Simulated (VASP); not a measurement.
Wanted: the native input for a VASP 6.6.1 run.

| Item | Value |
| --- | --- |
| Task | single point |
| Functional | PBE |
| Potentials or basis | VASP PAW PBE potentials, release 64 (Ba_sv) |
| Cutoff | 520 eV |
| k mesh | 10 × 10 × 10 |
| Occupations | fermi-dirac, width 0.05 eV |
| Spin | non-collinear spin, zero start, spin-orbit coupling |
| Starting moments | [[0.0, 0.0, 0.0]] μB |
| Dipole correction | no |
| Further INCAR settings | ALGO = Normal; EDIFF = 1e-07; NBANDS = 21 |

The structure of Ba lies in POSCAR:

```
Ba
1.0
   -2.5000000000      2.5000000000      2.5000000000
    2.5000000000     -2.5000000000      2.5000000000
    2.5000000000      2.5000000000     -2.5000000000
Ba
1
Direct
    0.0000000000      0.0000000000      0.0000000000
```

One way to write it, as run:

INCAR

```
ALGO = Normal
EDIFF = 1E-7
ENCUT = 520
GGA = PE
GGA_COMPAT = F
ISIF = 2
ISMEAR = -1
LASPH = T
LCHARG = T
LNONCOLLINEAR = T
LORBIT = 11
LORBMOM = T
LREAL = F
LSORBIT = T
LVHAR = T
LWAVE = F
MAGMOM = 0 0 0
NBANDS = 21
NELM = 150
PREC = Accurate
SIGMA = 0.05
```

KPOINTS

```
k-points
0
Gamma
  10 10 10
```

Potentials or basis: VASP PAW PBE potentials, release 64 (Ba_sv).

Launch:

```console
$ cat potpaw_PBE.64/Ba_sv/POTCAR > POTCAR
$ mpirun -np 1 vasp_ncl > vasp.out
```

It gave:

| Item | Value |
| --- | --- |
| Pressure | 0.1 GPa |
| Net moment | 0.00 μB per cell |
| Valence electrons inside the program's atomic spheres | Ba 7.89 |

Wall time 84 s on 1 thread of AMD EPYC 7R13 Processor (Zen 3), on a shared host, peak memory 0.32 GiB.
